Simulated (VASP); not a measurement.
Crystal: MgBe2Te2O.

```
CELL_PARAMETERS angstrom
4.36750 0.00000 0.00000
-2.18375 3.78236 0.00000
0.00000 0.00000 7.86332
ATOMIC_POSITIONS crystal
Mg 0.00000 0.00000 0.00000
Be 0.33333 0.66667 0.00000
Be 0.66667 0.33333 0.00000
Te 0.00000 0.00000 0.74114
Te 0.00000 0.00000 0.25886
O 0.00000 0.00000 0.50000
```

The cell was generated, and may not be a known phase.

```yaml
Program: VASP 6.6.1
Task: relaxation of cell and atoms
Functional: PBE
Potentials_or_basis: VASP PAW PBE potentials, release 64 (Mg, Be, Te, O)
Cutoff: 600 eV
k_mesh: 6 × 6 × 2
Occupations: gaussian, width 0.1 eV
Spin: no spin polarisation
```

At the start: pressure 21.6 GPa; volume 21.65 Å³/atom.

Q: How do energy, volume and symmetry change on relaxing?

A: Over 9 steps the energy falls by 959.6 meV/atom and the volume is 24.29 Å³/atom (+12.2 %); space group P6/mmm (No. 191, to 0.1 Å) before and after.

The path:
```
step  energy change (eV)  largest force (eV/Å)  pressure (GPa)  volume (Å³)
   1              0.0000                8.0461           21.61       129.90
   2             -4.4984                1.5074           -5.93       183.52
   3             -5.6662                0.0725           -1.66       157.53
   4             -5.6660                0.0941           -1.46       156.99
   5             -5.7300                0.0203           -1.03       152.01
   6             -5.7549                0.1261           -0.48       147.39
   7             -5.7554                0.1443           -0.38       146.65
   8             -5.7549                0.1531            0.45       144.73
   9             -5.7576                0.0052            0.02       145.73
```

Final structure:
```yaml
crystal:
  lattice:
    - [4.18306, 0.00000, 0.00000]
    - [-2.09153, 3.62264, 0.00000]
    - [0.00000, 0.00000, 9.61688]
  atoms:
    - { symbol: Mg, position: [0.00000, 0.00000, 0.00000] }
    - { symbol: Be, position: [0.33333, 0.66667, 0.00000] }
    - { symbol: Be, position: [0.66667, 0.33333, 0.00000] }
    - { symbol: Te, position: [0.00000, 0.00000, 0.70964] }
    - { symbol: Te, position: [0.00000, 0.00000, 0.29036] }
    - { symbol: O, position: [0.00000, 0.00000, 0.50000] }
```

Caveat: the k points lie up to 0.33 Å⁻¹ apart in the final cell, too coarse for converged energies and pressures of a metal; a cell axis changed by over 15 % at a fixed basis, so the end point is rough.
